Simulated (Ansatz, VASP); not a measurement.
# TiN: VASP beside Ansatz

```
Ti N
1.0
     0.00000    2.08666    2.08666
     2.08666    0.00000    2.08666
     2.08666    2.08666    0.00000
Ti N
1 1
Cartesian
  0.0000 0.0000 0.0000
  2.0867 2.0867 2.0867
```

Alike in both runs: functional LDA; k mesh 14 × 14 × 14; occupations fermi-dirac, width 0.15 eV; no spin polarisation.

Ansatz relaxed the structure, and its values are those at the end. VASP's run is a single point on that final structure, the one shown.

|  | VASP | Ansatz |
| --- | --- | --- |
| version | VASP 6.6.1 | Ansatz 0.2.0 |
| potentials or method | VASP PAW LDA potentials, release 64 (Ti_sv, N_h), cutoff 1330 eV | scalar-relativistic, plane waves, PAW |
| valence electrons in the cell | 17 | 17 |

|  | VASP | Ansatz | Ansatz less VASP |
| --- | --- | --- | --- |
| gap on the k mesh at the Fermi level (eV) | none | none | - |
| pressure (GPa) | 0.9 | 0.0 | -0.94 |

Ansatz warns that its potentials were made for another functional, while VASP's fit it. LDA's correlation is that of Perdew and Zunger in VASP and of Perdew and Wang (1992) in Ansatz. A gap of «none» marks a metal or a gap that the smearing closes.
